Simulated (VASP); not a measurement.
Crystal: YHf.

```xyz
4
Lattice="0.0000 3.4996 3.4996 3.4996 0.0000 3.4996 3.4996 3.4996 0.0000" Properties=species:S:1:pos:R:3 pbc="T T T"
Y     0.0000    0.0000    0.0000
Y     1.7498    1.7498    1.7498
Hf    3.4996    3.4996    3.4996
Hf    5.2493    5.2493    5.2493
```

* Program: VASP 6.6.1
* Task: relaxation of cell and atoms
* Functional: PBE
* Potentials or basis: VASP PAW PBE potentials, release 64 (Y_sv, Hf_pv)
* Cutoff: 600 eV
* k mesh: 4 × 4 × 4
* Occupations: gaussian, width 0.1 eV
* Spin: no spin polarisation

At the start: pressure 17.5 GPa; volume 21.43 Å³/atom.

How do energy, volume and symmetry change on relaxing?

Over 3 steps the energy falls by 230.6 meV/atom and the volume is 26.26 Å³/atom (+22.5 %); space group Fd-3m (No. 227, to 0.05 Å).

The path:
```tsv
step	energy change (eV)	largest force (eV/Å)	pressure (GPa)	volume (Å³)
1	0.0000	0.0000	17.52	85.72
2	-0.6438	0.0000	-6.00	118.19
3	-0.9225	0.0000	-0.15	105.04
```

Final structure:
```xyz
4
Lattice="0.0000 3.7449 3.7449 3.7449 0.0000 3.7449 3.7449 3.7449 0.0000" Properties=species:S:1:pos:R:3 pbc="T T T"
Y     0.0000    0.0000    0.0000
Y     1.8725    1.8725    1.8725
Hf    3.7449    3.7449    3.7449
Hf    5.6174    5.6174    5.6174
```

Caveat: the k points lie up to 0.36 Å⁻¹ apart in the final cell; the volume moved by over 15 % at a fixed basis, so the end points are rough.
